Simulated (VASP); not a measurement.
# C (P6_3/mmc) in VASP: a series of runs

Runs on C. Level: PBE. Tasks: single point.

All numbers are computed with VASP 6.6.1; they aren't measurements. Logs are shortened: lines on timing, memory, paths and dates and some standing lists are left out, and cuts for length are marked.

## (1) The cell of the first run

It takes space group P6_3/mmc (No. 194, hexagonal). The conventional cell has a = 2.512 Å, b = 2.512 Å, c = 4.180 Å, α = 90.00°, β = 90.00°, γ = 120.00°. C (site symmetry 3m) has 4 C at 1.54 to 1.57 Å within 2.1 Å.

## (2) Single point, PBE

INCAR

```
ALGO = Normal ; EDIFF = 1E-6
ENCUT = 520 ; GGA = PE
ISIF = 2 ; ISMEAR = -1
LASPH = True ; LCHARG = False
LREAL = False ; LWAVE = False
NBANDS = 16 ; NELM = 80
PREC = Accurate ; SIGMA = 0.05
```

KPOINTS

```
k-points
0
Gamma
  8 8 4
```

POSCAR

```
C
1.0
    2.5116607023      0.0000000000      0.0000000000
   -1.2558303511      2.1751619739      0.0000000000
    0.0000000000      0.0000000000      4.1802287603
C
4
Direct
    0.3333333333      0.6666666667      0.0627282291
    0.6666666667      0.3333333333      0.5627282291
    0.3333333333      0.6666666667      0.4372717709
    0.6666666667      0.3333333333      0.9372717709
```

Potentials or basis: VASP PAW PBE potentials, release 64 (C).

Started as:

```sh
$ cat potpaw_PBE.64/C/POTCAR > POTCAR
$ mpirun -np 1 vasp_std > vasp.out
```

OUTCAR:

```text
EDIFF = 1E-6
   ENCUT = 520
   GGA = PE
   ISIF = 2
   ISMEAR = -1
   LASPH = True
   LREAL = False
   NELM = 80
   PREC = Accurate

 ion  position               nearest neighbor table
   1  0.333  0.667  0.063-   4 1.54   4 1.54   4 1.54   3 1.57
   2  0.667  0.333  0.563-   3 1.54   3 1.54   3 1.54   4 1.57
   3  0.333  0.667  0.437-   2 1.54   2 1.54   2 1.54   1 1.57
   4  0.667  0.333  0.937-   1 1.54   1 1.54   1 1.54   2 1.57

  LATTYP: Found a hexagonal cell.
 ALAT       =     2.5116607023
 C/A-ratio  =     1.6643286079

  Lattice vectors:

 A1 = (   2.5116607023,   0.0000000000,   0.0000000000)
 A2 = (  -1.2558303511,   2.1751619739,   0.0000000000)
 A3 = (   0.0000000000,   0.0000000000,   4.1802287603)

Analysis of symmetry for initial positions (statically):
=====================================================================
 Subroutine PRICEL returns:
 Original cell was already a primitive cell.

 Routine SETGRP: Setting up the symmetry group for a
 hexagonal supercell.

 Subroutine GETGRP returns: Found 24 space group operations
 (whereof 12 operations were pure point group operations)
 out of a pool of 24 trial point group operations.

The static configuration has the point symmetry D_3d.
 The point group associated with its full space group is D_6h.

Analysis of symmetry for dynamics (positions and initial velocities):
=====================================================================
 Subroutine PRICEL returns:
 Original cell was already a primitive cell.

 Routine SETGRP: Setting up the symmetry group for a
 hexagonal supercell.

 Subroutine GETGRP returns: Found 24 space group operations
 (whereof 12 operations were pure point group operations)
 out of a pool of 24 trial point group operations.

The dynamic configuration has the point symmetry D_3d.
 The point group associated with its full space group is D_6h.

 Subroutine INISYM returns: Found 24 space group operations
 (whereof 12 operations are pure point group operations),
 and found     1 'primitive' translations

----------------------------------------------------------------------------------------

                                     Primitive cell

  volume of cell :      22.8377

  direct lattice vectors                    reciprocal lattice vectors
     2.511660702  0.000000000  0.000000000     0.398142949  0.229867939  0.000000000
    -1.255830351  2.175161974  0.000000000     0.000000000  0.459735878  0.000000000
     0.000000000  0.000000000  4.180228760     0.000000000  0.000000000  0.239221358

  length of vectors
     2.511660702  2.511660702  4.180228760     0.459735878  0.459735878  0.239221358

  position of ions in fractional coordinates (direct lattice)
     0.333333333  0.666666667  0.062728229
     0.666666667  0.333333333  0.562728229
     0.333333333  0.666666667  0.437271771
     0.666666667  0.333333333  0.937271771

  ion indices of the primitive-cell ions
   primitive index   ion index
                 1           1
                 2           2
                 3           3
                 4           4

----------------------------------------------------------------------------------------

 KPOINTS: k-points

Automatic generation of k-mesh.
 Grid dimensions read from file:
 generate k-points for:    8    8    4

 Generating k-lattice:

  Cartesian coordinates                     Fractional coordinates (reciprocal lattice)
     0.049767869  0.028733492  0.000000000     0.125000000  0.000000000  0.000000000
     0.000000000  0.057466985  0.000000000     0.000000000  0.125000000  0.000000000
     0.000000000  0.000000000  0.059805339     0.000000000  0.000000000  0.250000000

  Length of vectors
     0.057466985  0.057466985  0.059805339

  Shift w.r.t. Gamma in fractional coordinates (k-lattice)
     0.000000000  0.000000000  0.000000000

 Subroutine IBZKPT returns following result:
 ===========================================

 Found     30 irreducible k-points:

 Following reciprocal coordinates:
            Coordinates               Weight
  0.000000  0.000000  0.000000      1.000000
  0.125000  0.000000  0.000000      6.000000
  0.250000  0.000000  0.000000      6.000000
  0.375000  0.000000  0.000000      6.000000
  0.500000  0.000000  0.000000      3.000000
  0.125000  0.125000  0.000000      6.000000
[... 16 lines left out ...]
  0.250000  0.000000  0.500000      6.000000
  0.375000  0.000000  0.500000      6.000000
 [... further k-points ...]
   k-points           NKPTS =     30   k-points in BZ     NKDIM =     30   number of bands    NBANDS=     16
   number of dos      NEDOS =    301   number of ions     NIONS =      4
   total plane-waves  NPLWV =  12800
   dimension x,y,z NGX =    20 NGY =   20 NGZ =   32
   dimension x,y,z NGXF=    40 NGYF=   40 NGZF=   64
   ions per type =               4
   NGX,Y,Z   is equivalent  to a cutoff of  13.24, 13.24, 12.73 a.u.
   NGXF,Y,Z  is equivalent  to a cutoff of  26.48, 26.48, 25.45 a.u.
 SYSTEM =  unknown system
   PREC   = accura    normal or accurate (medium, high low for compatibility)
   ISTART =      0    job   : 0-new  1-cont  2-samecut
   ICHARG =      2    charge: 1-file 2-atom 10-const
   ISPIN  =      1    spin polarized calculation?
   LNONCOLLINEAR =      F non collinear calculations
   LSORBIT =      F    spin-orbit coupling
   LASPH  =      T    aspherical Exc in radial PAW
   ENCUT  =  520.0 eV  38.22 Ry    6.18 a.u.   4.67  4.67  7.77*2*pi/ulx,y,z
   NELM   =     80;   NELMIN=  2; NELMDL= -5     # of ELM steps
   EDIFF  = 0.1E-05   stopping-criterion for ELM
   LREAL  =      F    real-space projection
   EDIFFG = 0.1E-04   stopping-criterion for IOM
   NSW    =      0    number of steps for IOM
   IBRION =     -1    ionic relax: 0-MD 1-quasi-New 2-CG
   NFREE  =      0    steps in history (QN), initial steepest desc. (CG)
   ISIF   =      2    stress and relaxation
   ISYM   =      2    0-nonsym 1-usesym 2-fastsym
   POTIM  = 0.5000    time-step for ionic-motion
   TEBEG  =    0.0;   TEEND  =   0.0 temperature during run
   PSTRESS=    0.0 pullay stress
   NELECT =      16.0000    total number of electrons
   NUPDOWN=      -1.0000    fix difference up-down
   EMIN   =  10.00;   EMAX   =-10.00  energy-range for DOS
   EFERMI =   0.00;   METHOD = LEGACY
   ISMEAR =    -1;   SIGMA  =   0.05  broadening in eV -4-tet -1-fermi 0-gaus
   EFERMI_NEDOS =   21; number of points for ismear=-14 and -15
   IALGO  =     38    algorithm
   IMIX   =      4    mixing-type and parameters
     AMIX     =   0.40;   BMIX     =  1.00
     AMIX_MAG =   1.60;   BMIX_MAG =  1.00
  volume/ion in A,a.u.               =       5.71        38.53
  Fermi-wavevector in a.u.,A,eV,Ry     =   1.453998  2.747659 28.764234  2.114112
  Thomas-Fermi vector in A             =   2.571200
   LORBIT       =      0    0 simple, 1 ext, 2 COOP (PROOUT), +10 PAW based schemes
   GGA     = PE    functional components
   LHFCALC =     F    Hartree Fock is set to
   AEXX    =    0.0000 exact exchange contribution
   IVDW    =     0    specifies the selected vdW correction
   LEPSILON=     F    determine dielectric tensor
   LRPA    =     F    only Hartree local field effects (RPA)
 non-spin polarized calculation
  energy-cutoff  :      520.00
  volume of cell :       22.84
 maximum number of plane-waves:       640
 NGX is ok and might be reduce to    20
   NGX =  9   NGY =  9   NGZ = 15

 number of electron      16.0000000 magnetization

 Free energy of the ion-electron system (eV)
  ---------------------------------------------------
  ext. energy  EPLUGINS =         0.00000000
  ---------------------------------------------------
  free energy    TOTEN  =       -36.27212760 eV

  energy without entropy =      -36.27212760  energy(sigma->0) =      -36.27212760

 E-fermi :  10.9585     XC(G=0): -13.2124

 val. band max:        9.9182013950   @ k =   0.0000   0.0000   0.0000
 cond. band min:      13.6225046176   @ k =   0.3750   0.2500   0.0000
 fundamental gap:      3.7043032226
 Fermi energy:        10.9584846877

 k-point     1 :       0.0000    0.0000    0.0000
  band No.  band energies     occupation
      1     -11.7764      2.00000
      2      -6.2383      2.00000
      3      -3.6887      2.00000
      4       6.8567      2.00000
      5       6.8567      2.00000
      6       9.4479      2.00000
[... 8 lines left out ...]
     15      23.8337      0.00000
     16      27.5098      0.00000

 k-point     2 :       0.1250    0.0000    0.0000
  band No.  band energies     occupation
      1     -11.3901      2.00000
      2      -5.8896      2.00000
      3      -3.3319      2.00000
      4       5.0873      2.00000
      5       6.1326      2.00000
      6       8.4169      2.00000
[... 8 lines left out ...]
     15      24.3143      0.00000
     16      26.1382      0.00000

 k-point     3 :       0.2500    0.0000    0.0000
  band No.  band energies     occupation
      1     -10.2426      2.00000
      2      -4.8525      2.00000
      3      -2.3451      2.00000
      4       1.6431      2.00000
      5       4.8315      2.00000
      6       5.4082      2.00000
[... 8 lines left out ...]
     15      24.6447      0.00000
     16      25.2636      0.00000

 k-point     4 :       0.3750    0.0000    0.0000
  band No.  band energies     occupation
      1      -8.3906      2.00000
      2      -3.1673      2.00000
      3      -2.4667      2.00000
      4      -0.2464      2.00000
      5       2.2460      2.00000
      6       3.8505      2.00000
[... 8 lines left out ...]
     15      25.4295      0.00000
     16      27.1619      0.00000
[... 324 lines left out ...]
 k-point    22 :       0.1250    0.0000    0.5000
  band No.  band energies     occupation
      1      -9.7297      2.00000
      2      -9.7297      2.00000
      3       3.1108      2.00000
      4       3.1108      2.00000
      5       6.4292      2.00000
      6       6.4292      2.00000
[... 8 lines left out ...]
     15      24.7294      0.00000
     16      24.7294      0.00000

 k-point    23 :       0.2500    0.0000    0.5000
  band No.  band energies     occupation
      1      -8.6026      2.00000
      2      -8.6026      2.00000
      3       2.5340      2.00000
      4       2.5340      2.00000
      5       4.2643      2.00000
      6       4.2643      2.00000
[... 8 lines left out ...]
     15      24.4672      0.00000
     16      24.4672      0.00000

 k-point    24 :       0.3750    0.0000    0.5000
  band No.  band energies     occupation
      1      -6.7926      2.00000
      2      -6.7926      2.00000
      3      -0.6988      2.00000
      4      -0.6988      2.00000
      5       4.7855      2.00000
      6       4.7855      2.00000
[... 8 lines left out ...]
     15      25.4229      0.00000
     16      25.4229      0.00000

 [... further k-points ...]

------------------------ aborting loop because EDIFF is reached ----------------------------------------

  FORCE on cell =-STRESS in cart. coord.  units (eV):
  Direction    XX          YY          ZZ          XY          YZ          ZX
  --------------------------------------------------------------------------------------
  -------------------------------------------------------------------------------------
  Total        0.0956267      0.0956267      0.0791879      0.0000000     -0.0000000      0.0000000
  in kB        6.7086811      6.7086811      5.5554162      0.0000000     -0.0000000      0.0000000
  external PRESSURE =       6.3242594 kB  Pullay stress =       0.0000000 kB

 VOLUME and BASIS-vectors are now :
 -----------------------------------------------------------------------------
  energy-cutoff  :      520.00
  volume of cell :       22.84
      direct lattice vectors                 reciprocal lattice vectors
     2.511660702  0.000000000  0.000000000     0.398142949  0.229867939  0.000000000
    -1.255830351  2.175161974  0.000000000     0.000000000  0.459735878  0.000000000
     0.000000000  0.000000000  4.180228760     0.000000000  0.000000000  0.239221358

 POSITION                                       TOTAL-FORCE (eV/Angst)
 -----------------------------------------------------------------------------------
     -0.00000      1.45011      0.26222         0.000000      0.000000      0.003689
      1.25583      0.72505      2.35233        -0.000000      0.000000      0.003689
     -0.00000      1.45011      1.82790         0.000000     -0.000000     -0.003689
      1.25583      0.72505      3.91801        -0.000000     -0.000000     -0.003689
 -----------------------------------------------------------------------------------
    total drift:                               -0.000000      0.000000      0.000000

  FREE ENERGIE OF THE ION-ELECTRON SYSTEM (eV)
  ---------------------------------------------------
  free  energy   TOTEN  =       -36.2721276022 eV

  energy  without entropy=      -36.2721276022  energy(sigma->0) =      -36.27212760
```

It took 12 s on 1 thread of Intel Xeon 6975P-C, shared host; peak memory 0.1 GiB.

What came out:

| Quantity | Value |
| --- | --- |
| Free energy | -36.2721 eV |
| Pressure | 0.6 GPa |
| Largest force | 0.004 eV/Å |
| Band gap on the k mesh | 3.70 eV, indirect (least direct gap 4.96 eV) |

Forces in eV/Å, atoms in the order of the input:
```
C    0.000  0.000  0.004
C    0.000  0.000  0.004
C    0.000  0.000 -0.004
C    0.000  0.000 -0.004
```

Levels at points of the mesh, in eV from the valence-band top:
| k point | band 5 | band 6 | band 7 | band 8 | band 9 | band 10 | band 11 | band 12 |
| --- | --- | --- | --- | --- | --- | --- | --- | --- |
| (0.00, 0.00, 0.00) | -3.06 | -0.47 | 0.00 | 0.00 | 4.96 | 4.96 | 5.33 | 8.05 |
| (0.50, 0.00, 0.00) | -9.20 | -6.42 | -5.90 | -3.12 | 4.47 | 8.09 | 8.28 | 8.36 |
| (0.00, 0.00, 0.50) | -1.83 | -1.83 | -1.83 | -1.83 | 7.23 | 7.23 | 7.23 | 7.23 |
| (0.50, 0.00, 0.50) | -5.06 | -5.06 | -4.78 | -4.78 | 5.87 | 5.87 | 6.49 | 6.49 |

(Continued in part 2 of 2.)
